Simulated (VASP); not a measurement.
Input of a VASP 6.6.1 run:

Contents of INCAR:

```
SYSTEM = Be2Cd2S
PREC = Accurate
ENCUT = 520
EDIFF = 1E-6
ISMEAR = 0
SIGMA = 0.1
LREAL = .FALSE.
LASPH = .TRUE.
NELM = 80
ALGO = Normal
ISIF = 2
LWAVE = .FALSE.
LCHARG = .FALSE.
GGA = PE
NBANDS = 25
```

Contents of KPOINTS:

```
Automatic mesh
0
G
  12 12 6
  0 0 0
```

The input POSCAR:

```
Be2Cd2S
1.0
    3.3791993199      0.0000000000      0.0000000000
    0.0000000000      3.3791993199      0.0000000000
    0.0000000000      0.0000000000      7.8189483343
Be Cd S
2 2 1
Direct
    0.5000000000      0.0000000000      0.7452206876
    0.0000000000      0.5000000000      0.7452206876
    0.5000000000      0.5000000000      0.9917833725
    0.0000000000      0.0000000000      0.2151152836
    0.0000000000      0.0000000000      0.5834069717
```

Potentials or basis: VASP PAW PBE potentials, release 64 (Be, Cd, S).

Command:

```sh
$ cat potpaw_PBE.64/Be/POTCAR potpaw_PBE.64/Cd/POTCAR potpaw_PBE.64/S/POTCAR > POTCAR
$ mpirun -np 1 vasp_std > vasp.out
```

Problem. Estimate the pressure.

Solution. 0.2 GPa.

Problem. Estimate the band gap on the k mesh.

Solution. Zero (bands 17 and 18 overlap by 2.47 eV).

Problem. Predict the largest force.

Solution. 0.010 eV/Å.

Forces in eV/Å, atoms in the order of the input:
```
Be   0.000  0.000 -0.005
Be   0.000  0.000 -0.005
Cd   0.000  0.000 -0.008
Cd   0.000  0.000  0.010
S    0.000  0.000  0.009
```
